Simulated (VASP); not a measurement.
# WC (Amm2) in VASP: notebook

The runs below take WC through single point, with PBE.

Everything below comes from runs of VASP 6.6.1. Logs are shortened: lines on timing, memory, paths and dates and some standing lists are left out, and cuts for length are marked.

**1. The cell of the first run**

It takes space group Amm2 (No. 38, orthorhombic). The conventional cell has a = 2.847 Å, b = 2.922 Å, c = 5.212 Å, α = 90.00°, β = 90.00°, γ = 90.00°. W (site symmetry mm2) has 6 C at 2.22 to 2.25 Å and 8 W at 2.85 to 2.99 Å within 3.0 Å. Within 3.0 Å of C (site symmetry mm2) lie 6 W at 2.22 to 2.25 Å and 8 C at 2.85 to 2.99 Å.

**2. Single point, PBE (strain +0.0300 x Voigt [0, 1, 0, 0, 0, 0])**

The input, INCAR:

```
PREC = Accurate
ENCUT = 520
EDIFF = 1E-6
ISMEAR = 0
SIGMA = 0.15
LREAL = False
LASPH = True
NELM = 60
ALGO = Normal
ISIF = 2
LWAVE = False
LCHARG = False
GGA = PE
NBANDS = 16
```

The input, KPOINTS:

```
Automatic mesh
0
Gamma
  24 24 22
```

The input, POSCAR:

```
WC
1.0
    2.9217716510      0.0000000000      0.0000000000
   -1.4608858255      2.6062383280      0.0000000000
    0.0000000000      0.0000000000      2.8470758829
W C
1 1
Direct
    0.0000000000      0.0000000000      0.0000000000
    0.6666666667      0.3333333333      0.5000000000
```

Potentials or basis: VASP PAW PBE potentials, release 64 (W_sv, C).

Launch:

```bash
$ cat potpaw_PBE.64/W_sv/POTCAR potpaw_PBE.64/C/POTCAR > POTCAR
$ mpirun -np 1 vasp_std > vasp.out
```

OUTCAR:

```text
PREC = Accurate
   ENCUT = 520
   EDIFF = 1E-6
   ISMEAR = 0
   LREAL = False
   LASPH = True
   NELM = 60
   ISIF = 2
   GGA = PE

 ion  position               nearest neighbor table
   1  0.000  0.000  0.000-   2 2.22   2 2.22   2 2.22   2 2.22   2 2.25   2 2.25
   2  0.667  0.333  0.500-   1 2.22   1 2.22   1 2.22   1 2.22   1 2.25   1 2.25

  LATTYP: Found a base centered orthorhombic cell.
 ALAT       =     2.9217716510
 B/A-ratio  =     1.7840123318
 C/A-ratio  =     0.9744347687

  Lattice vectors:

 A1 = (   1.4608858255,  -2.6062383280,   0.0000000000)
 A2 = (   1.4608858255,   2.6062383280,   0.0000000000)
 A3 = (   0.0000000000,   0.0000000000,   2.8470758829)

Analysis of symmetry for initial positions (statically):
=====================================================================
 Subroutine PRICEL returns:
 Original cell was already a primitive cell.

 Routine SETGRP: Setting up the symmetry group for a
 base centered orthorhombic supercell.

 Subroutine GETGRP returns: Found  4 space group operations
 (whereof  4 operations were pure point group operations)
 out of a pool of  8 trial point group operations.

The static configuration has the point symmetry C_2v.

Analysis of symmetry for dynamics (positions and initial velocities):
=====================================================================
 Subroutine PRICEL returns:
 Original cell was already a primitive cell.

 Routine SETGRP: Setting up the symmetry group for a
 base centered orthorhombic supercell.

 Subroutine GETGRP returns: Found  4 space group operations
 (whereof  4 operations were pure point group operations)
 out of a pool of  8 trial point group operations.

The dynamic configuration has the point symmetry C_2v.

 Subroutine INISYM returns: Found  4 space group operations
 (whereof  4 operations are pure point group operations),
 and found     1 'primitive' translations

----------------------------------------------------------------------------------------

                                     Primitive cell

  volume of cell :      21.6800

  direct lattice vectors                    reciprocal lattice vectors
     2.921771651  0.000000000  0.000000000     0.342258095  0.191847382  0.000000000
    -1.460885825  2.606238328  0.000000000     0.000000000  0.383694764  0.000000000
     0.000000000  0.000000000  2.847075883     0.000000000  0.000000000  0.351237565

  length of vectors
     2.921771651  2.987752603  2.847075883     0.392359557  0.383694764  0.351237565

  position of ions in fractional coordinates (direct lattice)
     0.000000000  0.000000000  0.000000000
     0.666666667  0.333333333  0.500000000

  ion indices of the primitive-cell ions
   primitive index   ion index
                 1           1
                 2           2

----------------------------------------------------------------------------------------

 KPOINTS: Automatic mesh

Automatic generation of k-mesh.
 Grid dimensions read from file:
 generate k-points for:   24   24   22

 Generating k-lattice:

  Cartesian coordinates                     Fractional coordinates (reciprocal lattice)
     0.014260754  0.007993641  0.000000000     0.041666667 -0.000000000  0.000000000
     0.000000000  0.015987282  0.000000000     0.000000000  0.041666667  0.000000000
     0.000000000  0.000000000  0.015965344     0.000000000  0.000000000  0.045454545

  Length of vectors
     0.016348315  0.015987282  0.015965344

  Shift w.r.t. Gamma in fractional coordinates (k-lattice)
     0.000000000  0.000000000  0.000000000

 Subroutine IBZKPT returns following result:
 ===========================================

 Found   1884 irreducible k-points:

 Following reciprocal coordinates:
            Coordinates               Weight
  0.000000  0.000000  0.000000      1.000000
  0.041667 -0.000000  0.000000      4.000000
  0.083333  0.000000  0.000000      4.000000
  0.125000 -0.000000  0.000000      4.000000
  0.166667 -0.000000  0.000000      4.000000
  0.208333 -0.000000  0.000000      4.000000
[... 16 lines left out ...]
  0.375000  0.041667  0.000000      4.000000
  0.416667  0.041667  0.000000      4.000000
 [... further k-points ...]
   k-points           NKPTS =   1884   k-points in BZ     NKDIM =   1884   number of bands    NBANDS=     16
   number of dos      NEDOS =    301   number of ions     NIONS =      2
   total plane-waves  NPLWV =  13824
   dimension x,y,z NGX =    24 NGY =   24 NGZ =   24
   dimension x,y,z NGXF=    48 NGYF=   48 NGZF=   48
   ions per type =               1   1
   NGX,Y,Z   is equivalent  to a cutoff of  13.66, 13.35, 14.01 a.u.
   NGXF,Y,Z  is equivalent  to a cutoff of  27.31, 26.71, 28.03 a.u.
 SYSTEM =  unknown system
   PREC   = accura    normal or accurate (medium, high low for compatibility)
   ISTART =      0    job   : 0-new  1-cont  2-samecut
   ICHARG =      2    charge: 1-file 2-atom 10-const
   ISPIN  =      1    spin polarized calculation?
   LNONCOLLINEAR =      F non collinear calculations
   LSORBIT =      F    spin-orbit coupling
   LASPH  =      T    aspherical Exc in radial PAW
   ENCUT  =  520.0 eV  38.22 Ry    6.18 a.u.   5.43  5.56  5.29*2*pi/ulx,y,z
   NELM   =     60;   NELMIN=  2; NELMDL= -5     # of ELM steps
   EDIFF  = 0.1E-05   stopping-criterion for ELM
   LREAL  =      F    real-space projection
   EDIFFG = 0.1E-04   stopping-criterion for IOM
   NSW    =      0    number of steps for IOM
   IBRION =     -1    ionic relax: 0-MD 1-quasi-New 2-CG
   NFREE  =      0    steps in history (QN), initial steepest desc. (CG)
   ISIF   =      2    stress and relaxation
   ISYM   =      2    0-nonsym 1-usesym 2-fastsym
   POTIM  = 0.5000    time-step for ionic-motion
   TEBEG  =    0.0;   TEEND  =   0.0 temperature during run
   PSTRESS=    0.0 pullay stress
   NELECT =      18.0000    total number of electrons
   NUPDOWN=      -1.0000    fix difference up-down
   EMIN   =  10.00;   EMAX   =-10.00  energy-range for DOS
   EFERMI =   0.00;   METHOD = LEGACY
   ISMEAR =     0;   SIGMA  =   0.15  broadening in eV -4-tet -1-fermi 0-gaus
   EFERMI_NEDOS =   21; number of points for ismear=-14 and -15
   IALGO  =     38    algorithm
   IMIX   =      4    mixing-type and parameters
     AMIX     =   0.40;   BMIX     =  1.00
     AMIX_MAG =   1.60;   BMIX_MAG =  1.00
  volume/ion in A,a.u.               =      10.84        73.15
  Fermi-wavevector in a.u.,A,eV,Ry     =   1.538671  2.907667 32.211920  2.367509
  Thomas-Fermi vector in A             =   2.645007
   LORBIT       =      0    0 simple, 1 ext, 2 COOP (PROOUT), +10 PAW based schemes
   GGA     = PE    functional components
   LHFCALC =     F    Hartree Fock is set to
   AEXX    =    0.0000 exact exchange contribution
   IVDW    =     0    specifies the selected vdW correction
   LEPSILON=     F    determine dielectric tensor
   LRPA    =     F    only Hartree local field effects (RPA)
 non-spin polarized calculation
 Gauss-broadening in eV      SIGMA  =   0.15
  energy-cutoff  :      520.00
  volume of cell :       21.68
 maximum number of plane-waves:       603
 NGX is ok and might be reduce to    24
   NGX = 11   NGY = 11   NGZ = 11

 number of electron      17.9999999 magnetization

 Free energy of the ion-electron system (eV)
  ---------------------------------------------------
  ext. energy  EPLUGINS =         0.00000000
  ---------------------------------------------------
  free energy    TOTEN  =       -22.41545166 eV

  energy without entropy =      -22.41199814  energy(sigma->0) =      -22.41372490

 E-fermi :  10.4848     XC(G=0): -13.5533

 val. band max:       10.4836839196   @ k =   0.0000   0.5000   0.4545
 cond. band min:      10.4898256119   @ k =   0.2500   0.3333   0.0455
 fundamental gap:      0.0061416923
 Fermi energy:        10.4848342648

 k-point     1 :       0.0000    0.0000    0.0000
  band No.  band energies     occupation
      1     -63.6278      2.00000
      2     -27.5755      2.00000
      3     -27.5691      2.00000
      4     -27.5102      2.00000
      5      -3.6583      2.00000
      6       6.4014      2.00000
[... 8 lines left out ...]
     15      24.4927      0.00000
     16      26.4229      0.00000

 k-point     2 :       0.0417   -0.0000    0.0000
  band No.  band energies     occupation
      1     -63.6271      2.00000
      2     -27.5739      2.00000
      3     -27.5739      2.00000
      4     -27.5206      2.00000
      5      -3.6147      2.00000
      6       6.4145      2.00000
[... 8 lines left out ...]
     15      24.3804      0.00000
     16      26.5426      0.00000

 k-point     3 :       0.0833    0.0000    0.0000
  band No.  band energies     occupation
      1     -63.6247      2.00000
      2     -27.5919      2.00000
      3     -27.5694      2.00000
      4     -27.5467      2.00000
      5      -3.4856      2.00000
      6       6.4190      2.00000
[... 8 lines left out ...]
     15      24.1496      0.00000
     16      26.8486      0.00000

 k-point     4 :       0.1250   -0.0000    0.0000
  band No.  band energies     occupation
      1     -63.6210      2.00000
      2     -27.6355      2.00000
      3     -27.5731      2.00000
      4     -27.5622      2.00000
      5      -3.2766      2.00000
      6       6.2858      2.00000
[... 8 lines left out ...]
     15      23.9448      0.00000
     16      27.2981      0.00000
[... 324 lines left out ...]
 k-point    22 :       0.3333    0.0417    0.0000
  band No.  band energies     occupation
      1     -63.5904      2.00000
      2     -28.0735      2.00000
      3     -27.6951      2.00000
      4     -27.5021      2.00000
      5      -1.2470      2.00000
      6       4.2351      2.00000
[... 8 lines left out ...]
     15      24.8401      0.00000
     16      26.6076      0.00000

 k-point    23 :       0.3750    0.0417    0.0000
  band No.  band energies     occupation
      1     -63.5860      2.00000
      2     -28.1343      2.00000
      3     -27.7108      2.00000
      4     -27.4936      2.00000
      5      -0.8907      2.00000
      6       3.9678      2.00000
[... 8 lines left out ...]
     15      24.1121      0.00000
     16      27.0754      0.00000

 k-point    24 :       0.4167    0.0417    0.0000
  band No.  band energies     occupation
      1     -63.5829      2.00000
      2     -28.1777      2.00000
      3     -27.7215      2.00000
      4     -27.4874      2.00000
      5      -0.6158      2.00000
      6       3.7710      2.00000
[... 8 lines left out ...]
     15      23.3753      0.00000
     16      27.6251      0.00000

 [... further k-points ...]
[... 5 lines left out ...]
  --------------------------------------------------------------------------------------
  -------------------------------------------------------------------------------------
  Total       -0.6477283     -2.4990150     -0.4986906      0.0000000      0.0000000      0.0000000
  in kB      -47.8678601   -184.6800592    -36.8538005      0.0000000      0.0000000      0.0000000
  external PRESSURE =     -89.8005733 kB  Pullay stress =       0.0000000 kB

 VOLUME and BASIS-vectors are now :
 -----------------------------------------------------------------------------
  energy-cutoff  :      520.00
  volume of cell :       21.68
      direct lattice vectors                 reciprocal lattice vectors
     2.921771651  0.000000000  0.000000000     0.342258095  0.191847382  0.000000000
    -1.460885825  2.606238328  0.000000000     0.000000000  0.383694764  0.000000000
     0.000000000  0.000000000  2.847075883     0.000000000  0.000000000  0.351237565

 POSITION                                       TOTAL-FORCE (eV/Angst)
 -----------------------------------------------------------------------------------
      0.00000      0.00000      0.00000        -0.000000     -0.107094      0.000000
      1.46089      0.86875      1.42354         0.000000      0.107094      0.000000
 -----------------------------------------------------------------------------------
    total drift:                               -0.000000      0.000170     -0.000000

  FREE ENERGIE OF THE ION-ELECTRON SYSTEM (eV)
  ---------------------------------------------------
  free  energy   TOTEN  =       -22.4154516637 eV

  energy  without entropy=      -22.4119981445  energy(sigma->0) =      -22.41372490
```

Wall time 3.6 min (1 thread of AMD EPYC 9R45 (Zen 5), shared host); peak memory 0.66 GiB.

What came out:

| Property | Result |
| --- | --- |
| Free energy | -22.4155 eV |
| Pressure | -9.0 GPa |
| Largest force | 0.107 eV/Å |
| Band gap on the k mesh | zero (bands 9 and 10 overlap by 1.27 eV) |

Forces in eV/Å, atoms in the order of the input:
```
W    0.000 -0.107  0.000
C    0.000  0.107  0.000
```

Stress tensor (GPa, compression positive):
```
 -4.79   0.00   0.00
  0.00 -18.47   0.00
  0.00   0.00  -3.69
```

Caveat: the cell differs from its parent crystal (strain +0.0300 x Voigt [0, 1, 0, 0, 0, 0]); the stress differs along the axes, from -18 to -4 GPa; spin-orbit coupling is left out, which moves the levels of the heavy elements.

**3. Single point, PBE (strain +0.0400 x Voigt [0, 1, 0, 0, 0, 0])**

The input, INCAR:

```
  PREC = Accurate
  ENCUT = 520
  EDIFF = 1E-6
  ISMEAR = 0
  SIGMA = 0.15
  LREAL = F
  LASPH = T
  NELM = 100
  ALGO = Normal
  ISIF = 2
  LWAVE = F
  LCHARG = T
  GGA = PE
  LELF = T
  LVHAR = T
  NBANDS = 16
```

The input, KPOINTS:

```
regular mesh
0
Gamma
  24 24 22
```

The input, POSCAR:

```
WC
1.0
    2.9217716510      0.0000000000      0.0000000000
   -1.4608858255      2.6315416128      0.0000000000
    0.0000000000      0.0000000000      2.8470758829
W C
1 1
Direct
    0.0000000000      0.0000000000      0.0000000000
    0.6666666667      0.3333333333      0.5000000000
```

Potentials or basis: VASP PAW PBE potentials, release 64 (W_sv, C).

Launch:

```bash
$ cat potpaw_PBE.64/W_sv/POTCAR potpaw_PBE.64/C/POTCAR > POTCAR
$ mpirun -np 1 vasp_std > vasp.out
```

It took 3.6 min on 1 thread of AMD EPYC 9R45 (Zen 5), shared host; peak memory 0.66 GiB.

Results (log left out):

- Free energy: -22.3875 eV
- Pressure: -11.9 GPa
- Largest force: 0.124 eV/Å
- Band gap on the k mesh: zero (bands 9 and 10 overlap by 1.22 eV)

Forces on the atoms (eV/Å):
```
W    0.000 -0.124  0.000
C    0.000  0.124  0.000
```

Stress tensor (GPa, compression positive):
```
 -6.43   0.00   0.00
  0.00 -24.18   0.00
  0.00   0.00  -5.07
```

Levels at points of the mesh, in eV from the Fermi level:
| k point | band 5 | band 6 | band 7 | band 8 | band 9 | band 10 | band 11 | band 12 | band 13 | band 14 |
| --- | --- | --- | --- | --- | --- | --- | --- | --- | --- | --- |
| (0.00, 0.00, 0.00) | -14.09 | -4.05 | -3.56 | -2.99 | 0.23 | 2.95 | 3.09 | 5.17 | 5.56 | 5.82 |
| (0.50, 0.00, 0.00) | -10.92 | -6.82 | -3.32 | -3.20 | -0.72 | 2.15 | 3.83 | 4.55 | 6.58 | 9.42 |
| (0.00, 0.50, 0.00) | -11.09 | -6.92 | -3.45 | -3.19 | -0.40 | 2.42 | 4.07 | 4.22 | 6.66 | 9.38 |
| (0.00, 0.00, 0.50) | -10.26 | -8.30 | -2.19 | -2.01 | -0.88 | -0.19 | 3.76 | 4.01 | 4.48 | 9.65 |
| (0.50, 0.00, 0.50) | -10.96 | -6.16 | -4.38 | -4.01 | 0.34 | 3.93 | 5.08 | 6.05 | 8.60 | 9.65 |
| (0.00, 0.50, 0.50) | -11.03 | -6.15 | -4.05 | -3.92 | -0.05 | 3.85 | 4.88 | 6.21 | 8.53 | 9.13 |

Caveat: the cell differs from its parent crystal (strain +0.0400 x Voigt [0, 1, 0, 0, 0, 0]); the stress differs along the axes, from -24 to -5 GPa; spin-orbit coupling is left out, which moves the levels of the heavy elements.
